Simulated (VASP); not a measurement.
Set up this calculation in VASP 6.6.1, as the native input.

```
Task                   : relaxation of cell and atoms
Functional             : r2SCAN
Potentials or basis    : VASP PAW PBE potentials, release 64 (Mg, O)
Cutoff                 : 600 eV
k mesh                 : 6 × 6 × 4
Occupations            : gaussian, width 0.05 eV
Spin                   : no spin polarisation
Dipole correction      : no
Further INCAR settings : ALGO = Normal; EDIFF = 1e-06; IBRION = 2; EDIFFG = -0.01; NSW = 100; ISIF = 3
```

MgO:

```
Mg O
1.0
     3.28883    0.00000    0.00000
    -1.64441    2.84821    0.00000
     0.00000    0.00000    5.03226
Mg O
2 2
Cartesian
  0.0568 2.0578 0.1526
  1.6637 0.8069 2.5018
  -0.0088 1.9576 1.8979
  1.5771 0.8742 4.5520
```

One way to write it, as run:

POSCAR

```
MgO
1.0
    3.2888257900      0.0000000000      0.0000000000
   -1.6444128950      2.8482066827      0.0000000000
    0.0000000000      0.0000000000      5.0322560468
Mg O
2 2
Direct
    0.3785264184      0.7224969082      0.0303186318
    0.6475202742      0.2832858531      0.4971508062
    0.3409738656      0.6872982512      0.3771568600
    0.6329794419      0.3069189875      0.9045737020
```

INCAR.step1

```
PREC = Accurate
ENCUT = 600
ISMEAR = 0
SIGMA = 0.05
LREAL = False
LASPH = True
NELM = 80
GGA = PE
ALGO = Normal
EDIFF = 1E-4
LWAVE = True
LCHARG = False
```

INCAR.step2

```
PREC = Accurate
ENCUT = 600
EDIFF = 1E-6
ISMEAR = 0
SIGMA = 0.05
LREAL = False
LASPH = True
NELM = 80
ALGO = Normal
ISIF = 3
LWAVE = False
LCHARG = False
METAGGA = R2SCAN
LMIXTAU = True
IBRION = 2
NSW = 100
EDIFFG = -0.01
ISTART = 1
```

KPOINTS

```
Automatic mesh
0
Gamma
  6 6 4
```

Potentials or basis: VASP PAW PBE potentials, release 64 (Mg, O).

Run with:

```sh
$ cat potpaw_PBE.64/Mg/POTCAR potpaw_PBE.64/O/POTCAR > POTCAR
$ cp INCAR.step1 INCAR
$ mpirun -np 1 vasp_std > vasp.out
$ cp INCAR.step2 INCAR
$ mpirun -np 1 vasp_std > vasp.out
```

It gave:

- Relaxed volume: 11.72 Å³/atom
- Relaxed cell: a = 3.281 Å, b = 3.283 Å, c = 5.023 Å, α = 90.00°, β = 89.99°, γ = 119.97°
- Space group after relaxing (to 0.1 Å): P6_3mc (No. 186)
- Energy gained by relaxing: 238.9 meV/atom
- Ionic steps: 25
- Pressure after relaxing: 0.0 GPa
- Largest force after relaxing: 0.006 eV/Å
- Band gap on the k mesh: 4.24 eV

Caveat: the PAW data sets were made with another functional, which shifts forces and pressure a little.

It took 20 min on 1 thread of Intel(R) Xeon(R) 6975P-C (Granite Rapids) (shared host), peak memory 0.23 GiB.
